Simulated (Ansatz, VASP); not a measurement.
# InAs in VASP and in Ansatz

INCAR

```
SYSTEM = InAs
  PREC = Accurate
  ENCUT = 520
  EDIFF = 1E-7
  ISMEAR = -1
  SIGMA = 0.05
  LREAL = .False.
  LASPH = .True.
  NELM = 80
  ALGO = Normal
  ISIF = 2
  LWAVE = .False.
  LCHARG = .True.
  GGA = PE
  LELF = .True.
  LVHAR = .True.
  NBANDS = 16
```

KPOINTS

```
Automatic mesh
0
Gamma
  8 8 8
  0 0 0
```

File POSCAR:

```
InAs
1.0
    0.0000000000      2.8963595487      2.8963595487
    2.8963595487      0.0000000000      2.8963595487
    2.8963595487      2.8963595487      0.0000000000
In As
1 1
Direct
    0.5000000000      0.5000000000      0.5000000000
    0.0000000000      0.0000000000      0.0000000000
```

The input input.yaml:

```yaml
crystal:
  lattice:
    - [0.0, 2.8963595487, 2.8963595487]
    - [2.8963595487, 0.0, 2.8963595487]
    - [2.8963595487, 2.8963595487, 0.0]
  atoms:
    - { symbol: In, position: [0.5, 0.5, 0.5] }
    - { symbol: As, position: [0.0, 0.0, 0.0] }
kpoints:
  mp_grid: { grid: [8, 8, 8] }
scf:
  occupations: { method: fermi_dirac, width: 0.05 }
hamiltonian:
  xc: pbe
  pseudopotentials: { kind: all_electron, lapw: { basis_error: 0.0005 } }
output:
  forces: true
  stress: true
  eigenvalues: true
```

Change from the starting cell: volume scaled by 1.02.

Alike in both runs: task single point; functional PBE; k mesh 8 × 8 × 8; occupations fermi-dirac, width 0.05 eV; no spin polarisation.

|  | VASP | Ansatz |
| --- | --- | --- |
| version | VASP 6.6.1 | Ansatz 0.2.0 |
| potentials or method | VASP PAW PBE potentials, release 64 (In_d, As), cutoff 520 eV | all-electron LAPW, scalar-relativistic |

```csv
,VASP,Ansatz,Ansatz less VASP
gap on the k mesh at the Fermi level (eV),none,none,-
pressure (GPa),-1.2,-1.2,-0.04
```

A gap of «none» marks a metal or a gap that the smearing closes. Ansatz ran all-electron here, and VASP with PAW potentials.
